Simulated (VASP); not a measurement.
Set up this calculation in VASP 6.6.1, as the native input.

```
Task                   : single point
Functional             : PBEsol
Potentials or basis    : VASP PAW PBE potentials, release 64 (Lu, Pb_d, Br)
Cutoff                 : 520 eV
k mesh                 : 4 × 4 × 4
Occupations            : fermi-dirac, width 0.05 eV
Spin                   : no spin polarisation
Dipole correction      : no
Further INCAR settings : ALGO = Normal; EDIFF = 1e-06; NBANDS = 46
```

The structure of LuPbBr5 lies in POSCAR:

```
LuPbBr5
1.0
   -3.0009789018      4.4080007310      5.1889955884
    2.9202489480     -4.4528599617      5.1845292980
    2.5648759931      4.1977775496     -5.2235457014
Lu Pb Br
1 1 5
Direct
    0.5007257774      0.4773667425     -0.0301108941
   -0.0795927380      0.0661820643      0.0161758270
    0.7189830839      0.4456121165      0.3320245801
    0.2833351936      0.5086664712      0.6246689203
    0.1624415093      0.2217789632     -0.1350845770
    0.8510413868      0.7226750303      0.0751717913
    0.5428613451     -0.0204708874      0.5255423781
```

These files were run (other wordings do the same):

INCAR

```
ALGO = Normal ; EDIFF = 1E-6
ENCUT = 520 ; GGA = PS
ISIF = 2 ; ISMEAR = -1
LASPH = True ; LCHARG = True
LELF = True ; LREAL = False
LVHAR = True ; LWAVE = False
NBANDS = 46 ; NELM = 100
PREC = Accurate ; SIGMA = 0.05
```

KPOINTS

```
k-points
0
Gamma
  4 4 4
```

Potentials or basis: VASP PAW PBE potentials, release 64 (Lu, Pb_d, Br).

The run is started by

```sh
$ cat potpaw_PBE.64/Lu/POTCAR potpaw_PBE.64/Pb_d/POTCAR potpaw_PBE.64/Br/POTCAR > POTCAR
$ mpirun -np 1 vasp_std > vasp.out
```

Results of the run:

| Quantity | Value |
| --- | --- |
| Pressure | 0.1 GPa |
| Largest force | 0.023 eV/Å |
| Band gap on the k mesh | 3.06 eV (least direct gap 3.24 eV) |

Caveat: the PAW data sets were made with another functional, which shifts forces and pressure a little; spin-orbit coupling is left out, which moves the levels of the heavy elements.

It took 16 min on 1 thread of Intel Xeon 8259CL, with other jobs on the host, peak memory 0.65 GiB.
